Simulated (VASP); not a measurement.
# Al3Cu: relaxation of the atoms with PBEsol

The system is Al3Cu.

```xyz
4
Lattice="2.7797 0.0000 0.0000 0.0000 2.7797 0.0000 0.0000 0.0000 7.7550" Properties=species:S:1:pos:R:3 pbc="T T T"
Al    0.0000    0.0000    3.8775
Al    1.3898    1.3898    1.7168
Al    1.3898    1.3898    6.0382
Cu    0.0000    0.0000    0.0000
```

This cell differs from its parent crystal: strain along c alone, the other axes held: +2.0 %.

| Quantity | Value |
| --- | --- |
| Program | VASP 6.6.1 |
| Task | relaxation of the atoms |
| Functional | PBEsol |
| Potentials or basis | VASP PAW PBE potentials, release 64 (Al, Cu) |
| Cutoff | 520 eV |
| k mesh | 18 × 18 × 8 |
| Occupations | gaussian, width 0.1 eV |
| Spin | no spin polarisation |
| Dipole correction | no |
| Further INCAR settings | ALGO = Fast; EDIFF = 1e-06; IBRION = 2; EDIFFG = -0.008; NSW = 60 |

The energy gained by relaxing is 0.0 meV/atom and the ionic steps are 3. The pressure after relaxing is -1.9 GPa. The band gap on the k mesh is zero (bands 10 and 11 overlap by 5.64 eV).

Stress tensor (GPa, compression positive):
```
-0.77  0.00  0.00
 0.00 -0.77  0.00
 0.00  0.00 -4.17
```

Final structure:
```
Al Cu
1.0
     2.77968    0.00000    0.00000
     0.00000    2.77968    0.00000
     0.00000    0.00000    7.75502
Al Cu
3 1
Direct
  0.00000 0.00000 0.50000
  0.50000 0.50000 0.22164
  0.50000 0.50000 0.77836
  0.00000 0.00000 0.00000
```

Levels at points of the mesh, in eV from the Fermi level:
```tsv
k point	band 6	band 7	band 8	band 9	band 10	band 11	band 12	band 13	band 14
(0.00, 0.00, 0.00)	-3.58	-3.58	-3.19	-2.03	0.16	6.49	6.78	6.78	7.94
(0.50, 0.00, 0.00)	-3.98	-3.67	-3.65	-3.48	-2.41	-1.87	2.45	3.63	3.66
(0.50, 0.50, 0.00)	-2.38	-2.38	-0.34	-0.29	0.19	0.19	0.50	0.50	0.82
(0.00, 0.00, 0.50)	-3.58	-3.58	-3.57	-3.19	3.58	5.09	6.49	7.32	7.32
(0.50, 0.00, 0.50)	-4.22	-3.65	-3.48	-2.59	-1.16	-1.05	0.01	0.59	8.23
(0.50, 0.50, 0.50)	-1.72	-1.72	-1.55	-1.55	-0.42	-0.39	0.72	1.61	3.28
```

Run time: 4.4 min on 4 MPI ranks on Oxide Virtual Turin-like Processor, on a shared host, peak memory 0.34 GiB a rank.

Caveat: the cell differs from its parent crystal (strain along c alone, the other axes held: +2.0 %); the PAW data sets were made with another functional, which shifts forces and pressure a little.
